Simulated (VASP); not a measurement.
# Cu (Fm-3m) in VASP: further runs

The runs below take Cu through single point, with PBE.

Everything below comes from runs of VASP 6.6.1. Logs are shortened: lines on timing, memory, paths and dates and some standing lists are left out, and cuts for length are marked.

## (1) The cell of the first run

The structure is cubic, space group Fm-3m (No. 225). The conventional cell has a = 3.629 Å, b = 3.629 Å, c = 3.629 Å, α = 90.00°, β = 90.00°, γ = 90.00°. Within 3.4 Å of Cu (site symmetry m-3m) lie 12 Cu at 2.57 Å.

## (2) Single point, PBE

INCAR reads:

```
ALGO = Normal
EDIFF = 1E-6
ENCUT = 520
GGA = PE
ISIF = 2
ISMEAR = -1
LASPH = True
LCHARG = False
LREAL = False
LWAVE = False
NBANDS = 12
NELM = 100
PREC = Accurate
SIGMA = 0.1
```

KPOINTS reads:

```
k-points
0
Gamma
  2 2 2
```

POSCAR reads:

```
Cu
1.0
    0.0000000000      1.8145751207      1.8145751207
    1.8145751207      0.0000000000      1.8145751207
    1.8145751207      1.8145751207      0.0000000000
Cu
1
Direct
    0.0000000000      0.0000000000      0.0000000000
```

Potentials or basis: VASP PAW PBE potentials, release 64 (Cu).

On the command line:

```
$ cat potpaw_PBE.64/Cu/POTCAR > POTCAR
$ mpirun -np 1 vasp_std > vasp.out
```

OUTCAR:

```text
EDIFF = 1E-6
   ENCUT = 520
   GGA = PE
   ISIF = 2
   ISMEAR = -1
   LASPH = True
   LREAL = False
   NELM = 100
   PREC = Accurate

 ion  position               nearest neighbor table
   1  0.000  0.000  0.000-

  LATTYP: Found a face centered cubic cell.
 ALAT       =     3.6291502414

  Lattice vectors:

 A1 = (   0.0000000000,   1.8145751207,   1.8145751207)
 A2 = (   1.8145751207,   0.0000000000,   1.8145751207)
 A3 = (   1.8145751207,   1.8145751207,   0.0000000000)

Analysis of symmetry for initial positions (statically):
=====================================================================
 Subroutine PRICEL returns:
 Original cell was already a primitive cell.

 Routine SETGRP: Setting up the symmetry group for a
 face centered cubic supercell.

 Subroutine GETGRP returns: Found 48 space group operations
 (whereof 48 operations were pure point group operations)
 out of a pool of 48 trial point group operations.

The static configuration has the point symmetry O_h .

Analysis of symmetry for dynamics (positions and initial velocities):
=====================================================================
 Subroutine PRICEL returns:
 Original cell was already a primitive cell.

 Routine SETGRP: Setting up the symmetry group for a
 face centered cubic supercell.

 Subroutine GETGRP returns: Found 48 space group operations
 (whereof 48 operations were pure point group operations)
 out of a pool of 48 trial point group operations.

The dynamic configuration has the point symmetry O_h .

 Subroutine INISYM returns: Found 48 space group operations
 (whereof 48 operations are pure point group operations),
 and found     1 'primitive' translations

----------------------------------------------------------------------------------------

                                     Primitive cell

  volume of cell :      11.9496

  direct lattice vectors                    reciprocal lattice vectors
     0.000000000  1.814575121  1.814575121    -0.275546597  0.275546597  0.275546597
     1.814575121  0.000000000  1.814575121     0.275546597 -0.275546597  0.275546597
     1.814575121  1.814575121  0.000000000     0.275546597  0.275546597 -0.275546597

  length of vectors
     2.566196746  2.566196746  2.566196746     0.477260706  0.477260706  0.477260706

  position of ions in fractional coordinates (direct lattice)
     0.000000000  0.000000000  0.000000000

  ion indices of the primitive-cell ions
   primitive index   ion index
                 1           1

[... 56 lines left out ...]
   ISYM   =      2    0-nonsym 1-usesym 2-fastsym
   POTIM  = 0.5000    time-step for ionic-motion
   TEBEG  =    0.0;   TEEND  =   0.0 temperature during run
   PSTRESS=    0.0 pullay stress
   NELECT =      11.0000    total number of electrons
   NUPDOWN=      -1.0000    fix difference up-down
   EMIN   =  10.00;   EMAX   =-10.00  energy-range for DOS
   EFERMI =   0.00;   METHOD = LEGACY
   ISMEAR =    -1;   SIGMA  =   0.10  broadening in eV -4-tet -1-fermi 0-gaus
   EFERMI_NEDOS =   21; number of points for ismear=-14 and -15
   IALGO  =     38    algorithm
   IMIX   =      4    mixing-type and parameters
     AMIX     =   0.40;   BMIX     =  1.00
     AMIX_MAG =   1.60;   BMIX_MAG =  1.00
  volume/ion in A,a.u.               =      11.95        80.64
  Fermi-wavevector in a.u.,A,eV,Ry     =   1.592529  3.009444 34.506411  2.536150
  Thomas-Fermi vector in A             =   2.690900
   LORBIT       =      0    0 simple, 1 ext, 2 COOP (PROOUT), +10 PAW based schemes
   GGA     = PE    functional components
   LHFCALC =     F    Hartree Fock is set to
   AEXX    =    0.0000 exact exchange contribution
   IVDW    =     0    specifies the selected vdW correction
   LEPSILON=     F    determine dielectric tensor
   LRPA    =     F    only Hartree local field effects (RPA)
 non-spin polarized calculation
  energy-cutoff  :      520.00
  volume of cell :       11.95
 maximum number of plane-waves:       332
 NGX is ok and might be reduce to    20
   NGX =  9   NGY =  9   NGZ =  9

 number of electron      10.9999997 magnetization

 Free energy of the ion-electron system (eV)
  ---------------------------------------------------
  ext. energy  EPLUGINS =         0.00000000
  ---------------------------------------------------
  free energy    TOTEN  =        -1.76571629 eV

  energy without entropy =       -1.68400682  energy(sigma->0) =       -1.72486156

 E-fermi :   6.6283     XC(G=0): -12.6460

 val. band max:        6.4752549548   @ k =   0.5000   0.0000   0.0000
 cond. band min:       8.9571534037   @ k =   0.5000   0.5000   0.0000
 fundamental gap:      2.4818984489
 Fermi energy:         6.6283337186

 k-point     1 :       0.0000    0.0000    0.0000
  band No.  band energies     occupation
      1      -1.8176      2.00000
      2       4.7430      2.00000
      3       4.7430      2.00000
      4       4.7430      2.00000
      5       5.5885      1.99994
      6       5.5885      1.99994
      7      29.9134      0.00000
      8      32.5166      0.00000
      9      32.5166      0.00000
     10      32.5166      0.00000
     11      35.0597      0.00000
     12      35.0597      0.00000
[... 16 lines left out ...]
 k-point     3 :       0.5000    0.5000    0.0000
  band No.  band energies     occupation
      1       2.8454      2.00000
      2       3.3276      2.00000
      3       6.1426      1.98458
      4       6.2903      1.93419
      5       6.2903      1.93419
      6       8.9572      0.00000
      7      14.6068      0.00000
      8      20.4525      0.00000
      9      20.4525      0.00000
     10      25.0086      0.00000
     11      27.5567      0.00000
     12      49.2941      0.00000

------------------------ aborting loop because EDIFF is reached ----------------------------------------

  FORCE on cell =-STRESS in cart. coord.  units (eV):
  Direction    XX          YY          ZZ          XY          YZ          ZX
  --------------------------------------------------------------------------------------
  -------------------------------------------------------------------------------------
  Total        1.8740902      1.8740902      1.8740902     -0.0000000      0.0000000      0.0000000
  in kB      251.2732261    251.2732261    251.2732261     -0.0000000      0.0000000      0.0000000
  external PRESSURE =     251.2732261 kB  Pullay stress =       0.0000000 kB

 VOLUME and BASIS-vectors are now :
 -----------------------------------------------------------------------------
  energy-cutoff  :      520.00
  volume of cell :       11.95
      direct lattice vectors                 reciprocal lattice vectors
     0.000000000  1.814575121  1.814575121    -0.275546597  0.275546597  0.275546597
     1.814575121  0.000000000  1.814575121     0.275546597 -0.275546597  0.275546597
     1.814575121  1.814575121  0.000000000     0.275546597  0.275546597 -0.275546597

 POSITION                                       TOTAL-FORCE (eV/Angst)
 -----------------------------------------------------------------------------------
      0.00000      0.00000      0.00000         0.000000     -0.000000     -0.000000
 -----------------------------------------------------------------------------------
    total drift:                               -0.000000     -0.000000     -0.000000

  FREE ENERGIE OF THE ION-ELECTRON SYSTEM (eV)
  ---------------------------------------------------
  free  energy   TOTEN  =        -1.7657162941 eV

  energy  without entropy=       -1.6840068229  energy(sigma->0) =       -1.72486156
```

It took 3.6 s on 1 thread of Intel Xeon 8259CL, shared host; peak memory 0.09 GiB.

Results:

```yaml
Free_energy: -1.7657 eV
Pressure: 25.1 GPa
```

Caveat: the k points lie up to 1.50 Å⁻¹ apart.

## (3) Single point, PBE

INCAR reads:

```
PREC = Accurate
ENCUT = 520
EDIFF = 1E-6
ISMEAR = -1
SIGMA = 0.1
LREAL = False
LASPH = True
NELM = 80
ALGO = Normal
ISIF = 2
LWAVE = False
LCHARG = True
GGA = PE
LELF = True
LVHAR = True
NBANDS = 12
```

KPOINTS reads:

```
Automatic mesh
0
Gamma
  4 4 4
```

POSCAR is that of step 2.

Potentials or basis: VASP PAW PBE potentials, release 64 (Cu).

On the command line:

```
$ cat potpaw_PBE.64/Cu/POTCAR > POTCAR
$ mpirun -np 1 vasp_std > vasp.out
```

OUTCAR:

```text
PREC = Accurate
   ENCUT = 520
   EDIFF = 1E-6
   ISMEAR = -1
   LREAL = False
   LASPH = True
   NELM = 80
   ISIF = 2
   GGA = PE

 ion  position               nearest neighbor table
   1  0.000  0.000  0.000-

  LATTYP: Found a face centered cubic cell.
 ALAT       =     3.6291502414

  Lattice vectors:

 A1 = (   0.0000000000,   1.8145751207,   1.8145751207)
 A2 = (   1.8145751207,   0.0000000000,   1.8145751207)
 A3 = (   1.8145751207,   1.8145751207,   0.0000000000)

Analysis of symmetry for initial positions (statically):
=====================================================================
 Subroutine PRICEL returns:
 Original cell was already a primitive cell.

 Routine SETGRP: Setting up the symmetry group for a
 face centered cubic supercell.

 Subroutine GETGRP returns: Found 48 space group operations
 (whereof 48 operations were pure point group operations)
 out of a pool of 48 trial point group operations.

The static configuration has the point symmetry O_h .

Analysis of symmetry for dynamics (positions and initial velocities):
[... 149 lines left out ...]
      2       4.4209      2.00000
      3       4.4209      2.00000
      4       4.4209      2.00000
      5       5.2275      2.00000
      6       5.2275      2.00000
      7      29.9415      0.00000
      8      32.4916      0.00000
      9      32.4916      0.00000
     10      32.4916      0.00000
     11      34.9705      0.00000
     12      34.9705      0.00000
[... 91 lines left out ...]
 k-point     8 :      -0.2500    0.5000    0.2500
  band No.  band energies     occupation
      1       3.3358      2.00000
      2       3.9284      2.00000
      3       3.9284      2.00000
      4       5.1881      2.00000
      5       5.9243      2.00000
      6      13.5917      0.00000
      7      13.5917      0.00000
      8      15.6753      0.00000
      9      16.1298      0.00000
     10      35.5013      0.00000
     11      35.5013      0.00000
     12      36.6634      0.00000

------------------------ aborting loop because EDIFF is reached ----------------------------------------

  FORCE on cell =-STRESS in cart. coord.  units (eV):
  Direction    XX          YY          ZZ          XY          YZ          ZX
  --------------------------------------------------------------------------------------
  -------------------------------------------------------------------------------------
  Total        0.1649335      0.1649335      0.1649335      0.0000000      0.0000000      0.0000000
  in kB       22.1138659     22.1138659     22.1138659      0.0000000      0.0000000      0.0000000
  external PRESSURE =      22.1138659 kB  Pullay stress =       0.0000000 kB

 VOLUME and BASIS-vectors are now :
 -----------------------------------------------------------------------------
  energy-cutoff  :      520.00
  volume of cell :       11.95
      direct lattice vectors                 reciprocal lattice vectors
     0.000000000  1.814575121  1.814575121    -0.275546597  0.275546597  0.275546597
     1.814575121  0.000000000  1.814575121     0.275546597 -0.275546597  0.275546597
     1.814575121  1.814575121  0.000000000     0.275546597  0.275546597 -0.275546597

 POSITION                                       TOTAL-FORCE (eV/Angst)
 -----------------------------------------------------------------------------------
      0.00000      0.00000      0.00000         0.000000      0.000000      0.000000
 -----------------------------------------------------------------------------------
    total drift:                               -0.000000     -0.000000     -0.000000

  FREE ENERGIE OF THE ION-ELECTRON SYSTEM (eV)
  ---------------------------------------------------
  free  energy   TOTEN  =        -3.5742100218 eV

  energy  without entropy=       -3.5611697183  energy(sigma->0) =       -3.56768987
```

OSZICAR:

```text
N       E                     dE             d eps       ncg     rms          rms(c)
DAV:   1     0.397214201521E+02    0.39721E+02   -0.55984E+03   220   0.160E+03
DAV:   2    -0.289388356539E+01   -0.42615E+02   -0.39611E+02   200   0.198E+02
DAV:   3    -0.446986948514E+01   -0.15760E+01   -0.15700E+01   220   0.408E+01
DAV:   4    -0.448042937711E+01   -0.10560E-01   -0.10559E-01   220   0.306E+00
DAV:   5    -0.448054816537E+01   -0.11879E-03   -0.11879E-03   236   0.346E-01    0.788E+00
DAV:   6    -0.399361756508E+01    0.48693E+00   -0.14817E+01   224   0.716E+01    0.414E+00
DAV:   7    -0.358614891033E+01    0.40747E+00   -0.24247E+00   220   0.289E+01    0.498E-01
DAV:   8    -0.357706245575E+01    0.90865E-02   -0.96706E-03   236   0.200E+00    0.401E-01
DAV:   9    -0.357420544625E+01    0.28570E-02   -0.16986E-02   228   0.225E+00    0.261E-02
DAV:  10    -0.357421019305E+01   -0.47468E-05   -0.43509E-05   256   0.921E-02    0.974E-03
DAV:  11    -0.357421002183E+01    0.17122E-06   -0.10272E-06   220   0.183E-02
   1 F= -.35742100E+01 E0= -.35676899E+01  d E =-.130403E-01
```

It took 4 s on 1 thread of Intel Xeon 8259CL, shared host; peak memory 0.09 GiB.

What came out:

```
Free energy : -3.5742 eV
Pressure    : 2.2 GPa
```

Levels at points of the mesh, in eV from the Fermi level:
| k point | band 4 | band 5 | band 6 | band 7 | band 8 | band 9 |
| --- | --- | --- | --- | --- | --- | --- |
| (0.00, 0.00, 0.00) | -3.62 | -2.81 | -2.81 | 21.90 | 24.45 | 24.45 |
| (0.50, 0.00, 0.00) | -2.26 | -2.26 | -1.57 | 3.08 | 20.40 | 21.28 |
| (0.50, 0.50, 0.00) | -2.12 | -2.12 | 0.91 | 6.42 | 12.39 | 12.39 |

Caveat: the k points lie up to 0.75 Å⁻¹ apart.

## (4) Single point, PBE

INCAR reads:

```
ALGO = Normal
EDIFF = 1E-6
ENCUT = 520
GGA = PE
ISIF = 2
ISMEAR = -1
LASPH = T
LCHARG = F
LREAL = F
LWAVE = F
NBANDS = 12
NELM = 100
PREC = Accurate
SIGMA = 0.1
```

KPOINTS reads:

```
k-points
0
Gamma
  5 5 5
```

POSCAR is that of step 3.

Potentials or basis: VASP PAW PBE potentials, release 64 (Cu).

On the command line:

```
$ cat potpaw_PBE.64/Cu/POTCAR > POTCAR
$ mpirun -np 1 vasp_std > vasp.out
```

OUTCAR:

```text
EDIFF = 1E-6
   ENCUT = 520
   GGA = PE
   ISIF = 2
   ISMEAR = -1
   LASPH = T
   LREAL = F
   NELM = 100
   PREC = Accurate

 ion  position               nearest neighbor table
   1  0.000  0.000  0.000-

  LATTYP: Found a face centered cubic cell.
 ALAT       =     3.6291502414

  Lattice vectors:

 A1 = (   0.0000000000,   1.8145751207,   1.8145751207)
 A2 = (   1.8145751207,   0.0000000000,   1.8145751207)
 A3 = (   1.8145751207,   1.8145751207,   0.0000000000)

Analysis of symmetry for initial positions (statically):
=====================================================================
 Subroutine PRICEL returns:
 Original cell was already a primitive cell.

 Routine SETGRP: Setting up the symmetry group for a
 face centered cubic supercell.

 Subroutine GETGRP returns: Found 48 space group operations
 (whereof 48 operations were pure point group operations)
 out of a pool of 48 trial point group operations.

The static configuration has the point symmetry O_h .

Analysis of symmetry for dynamics (positions and initial velocities):
[... 148 lines left out ...]
 k-point     1 :       0.0000    0.0000    0.0000
  band No.  band energies     occupation
      1      -1.8185      2.00000
      2       4.4923      2.00000
      3       4.4923      2.00000
      4       4.4923      2.00000
      5       5.3009      2.00000
      6       5.3009      2.00000
      7      29.9412      0.00000
      8      32.4985      0.00000
      9      32.4985      0.00000
     10      32.4985      0.00000
     11      34.9891      0.00000
     12      34.9891      0.00000
[... 121 lines left out ...]
 k-point    10 :      -0.4000    0.4000    0.2000
  band No.  band energies     occupation
      1       3.3823      2.00000
      2       3.7308      2.00000
      3       4.1510      2.00000
      4       5.3406      2.00000
      5       5.8111      1.99997
      6       9.6384      0.00000
      7      15.6591      0.00000
      8      17.1349      0.00000
      9      18.9535      0.00000
     10      33.0689      0.00000
     11      34.2405      0.00000
     12      37.8173      0.00000

------------------------ aborting loop because EDIFF is reached ----------------------------------------

  FORCE on cell =-STRESS in cart. coord.  units (eV):
  Direction    XX          YY          ZZ          XY          YZ          ZX
  --------------------------------------------------------------------------------------
  -------------------------------------------------------------------------------------
  Total       -0.0078722     -0.0078722     -0.0078722     -0.0000000      0.0000000     -0.0000000
  in kB       -1.0554778     -1.0554778     -1.0554778     -0.0000000      0.0000000     -0.0000000
  external PRESSURE =      -1.0554778 kB  Pullay stress =       0.0000000 kB

 VOLUME and BASIS-vectors are now :
 -----------------------------------------------------------------------------
  energy-cutoff  :      520.00
  volume of cell :       11.95
      direct lattice vectors                 reciprocal lattice vectors
     0.000000000  1.814575121  1.814575121    -0.275546597  0.275546597  0.275546597
     1.814575121  0.000000000  1.814575121     0.275546597 -0.275546597  0.275546597
     1.814575121  1.814575121  0.000000000     0.275546597  0.275546597 -0.275546597

 POSITION                                       TOTAL-FORCE (eV/Angst)
 -----------------------------------------------------------------------------------
      0.00000      0.00000      0.00000         0.000000      0.000000      0.000000
 -----------------------------------------------------------------------------------
    total drift:                               -0.000000     -0.000000     -0.000000

  FREE ENERGIE OF THE ION-ELECTRON SYSTEM (eV)
  ---------------------------------------------------
  free  energy   TOTEN  =        -3.8320004325 eV

  energy  without entropy=       -3.8247270134  energy(sigma->0) =       -3.82836372
```

Run time: 4 s. Hardware: 1 thread of Intel Xeon 8259CL, shared host; peak memory 0.09 GiB.

What came out:

```yaml
Free_energy: -3.8320 eV
Pressure: -0.1 GPa
```

Caveat: the k points lie up to 0.60 Å⁻¹ apart.

## (5) The runs side by side

| k mesh | gap on the mesh (eV) | pressure (GPa) |
| --- | --- | --- |
| 2 × 2 × 2 | none | 25.1 |
| 4 × 4 × 4 | none | 2.2 |
| 5 × 5 × 5 | none | -0.1 |

Alike in all rows: task single point; level PBE; potentials or basis VASP PAW PBE potentials, release 64 (Cu); no spin polarisation; cell as given; cutoff (eV) 520; smearing fermi-dirac 0.1 eV.

Caveats: all runs use coarse meshes.

Total energies depend on the potentials used, so only differences within one code and one set of settings carry meaning.
